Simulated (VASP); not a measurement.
Set up this calculation in VASP 6.6.1, as the native input.

* Task: single point
* Functional: PBEsol
* Potentials or basis: VASP PAW PBE potentials, release 64 (Sr_sv, Cl)
* Cutoff: 520 eV
* k mesh: 6 × 6 × 6
* Occupations: gaussian, width 0.05 eV
* Spin: no spin polarisation
* Dipole correction: no
* Further INCAR settings: ALGO = Normal; EDIFF = 1e-06; NBANDS = 19

The structure of SrCl2 lies in POSCAR:

```
SrCl2
1.0
    0.8496068016      3.9579243683      3.9579243683
    3.9579243683      0.8496068016      3.9579243683
    3.9579243683      3.9579243683      0.8496068016
Sr Cl
1 2
Direct
    0.0000000000      0.0000000000      0.0000000000
    0.2500000000      0.2500000000      0.2500000000
    0.7500000000      0.7500000000      0.7500000000
```

This cell differs from its parent crystal: ratio of the length along [111] to the lengths across it x 1.41, volume and fractional coordinates fixed.

These files were run (other wordings do the same):

INCAR

```
SYSTEM = SrCl2
ALGO = Normal
EDIFF = 1E-6
ENCUT = 520
GGA = PS
ISIF = 2
ISMEAR = 0
LASPH = .TRUE.
LCHARG = .FALSE.
LREAL = .FALSE.
LWAVE = .FALSE.
NBANDS = 19
NELM = 80
PREC = Accurate
SIGMA = 0.05
```

KPOINTS

```
k-points
0
G
  6 6 6
  0 0 0
```

Potentials or basis: VASP PAW PBE potentials, release 64 (Sr_sv, Cl).

The run is started by

```console
$ cat potpaw_PBE.64/Sr_sv/POTCAR potpaw_PBE.64/Cl/POTCAR > POTCAR
$ mpirun -np 1 vasp_std > vasp.out
```

It gave:

```
Pressure               : 2.5 GPa
Largest force          : 0.309 eV/Å
Band gap on the k mesh : 5.33 eV, direct
```

Caveat: the PAW data sets were made with another functional, which shifts forces and pressure a little.

It took 46 s on 1 thread of AMD EPYC 9R45 96-Core Processor (Zen 5) (shared host), peak memory 0.24 GiB.
